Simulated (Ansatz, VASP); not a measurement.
Two plane-wave programs on MgS

```
Mg S
1.0
     0.00000    2.60165    2.60165
     2.60165    0.00000    2.60165
     2.60165    2.60165    0.00000
Mg S
1 1
Direct
  0.00000 0.00000 0.00000
  0.50000 0.50000 0.50000
```

Alike in both runs: task single point; functional PBE; k mesh 10 × 10 × 10; occupations gaussian, width 0.05 eV; no spin polarisation.

|  | VASP | Ansatz |
| --- | --- | --- |
| version | VASP 6.6.1 | Ansatz 0.2.0 |
| potentials or method | VASP PAW PBE potentials, release 64 (Mg, S), cutoff 520 eV | scalar-relativistic, plane waves, PAW |
| valence electrons in the cell | 8 | 16 |

```tsv
	VASP	Ansatz	Ansatz less VASP
gap on the k mesh at the Fermi level (eV)	2.78	2.79	+0.014
pressure (GPa)	0.9	1.2	+0.30
```

VASP's potentials hold 8 valence electrons a cell and Ansatz's 16, so a difference there can come from the potentials and not from the codes.
